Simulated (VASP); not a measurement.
Input of a VASP 6.6.1 run:

File INCAR:

```
SYSTEM = TiHg3Sb2
ALGO = Fast
EDIFF = 1E-7
ENCUT = 520
GGA = PE
ISIF = 2
ISMEAR = 0
LASPH = .TRUE.
LCHARG = .TRUE.
LELF = .TRUE.
LREAL = .FALSE.
LVHAR = .TRUE.
LWAVE = .FALSE.
NBANDS = 38
NELM = 100
PREC = Accurate
SIGMA = 0.1
```

File KPOINTS:

```
k-points
0
G
  10 10 4
  0 0 0
```

POSCAR

```
TiHg3Sb2
1.0
    4.0275805024      0.0000000000      0.0000000000
    0.0000000000      4.0275805024      0.0000000000
    0.0000000000      0.0000000000     10.1007743970
Ti Hg Sb
1 3 2
Direct
    0.0000000000      0.0000000000      0.6025253808
    0.5000000000      0.0000000000      0.9944584040
    0.0000000000      0.5000000000      0.9944584040
    0.5000000000      0.5000000000      0.3974480470
    0.5000000000      0.5000000000      0.6844223347
    0.0000000000      0.0000000000      0.3266864695
```

Potentials or basis: VASP PAW PBE potentials, release 64 (Ti_sv, Hg, Sb).

Launch:

```sh
$ cat potpaw_PBE.64/Ti_sv/POTCAR potpaw_PBE.64/Hg/POTCAR potpaw_PBE.64/Sb/POTCAR > POTCAR
$ mpirun -np 1 vasp_std > vasp.out
```

What does it give for the pressure?

0.2 GPa.

Estimate the largest force.

0.013 eV/Å.

Estimate the band gap on the k mesh.

zero (bands 29 and 30 overlap by 1.41 eV).

Stress tensor (GPa, compression positive):
```
0.23 0.00 0.00
0.00 0.23 0.00
0.00 0.00 0.02
```

Caveat: spin-orbit coupling is left out, which moves the levels of the heavy elements.
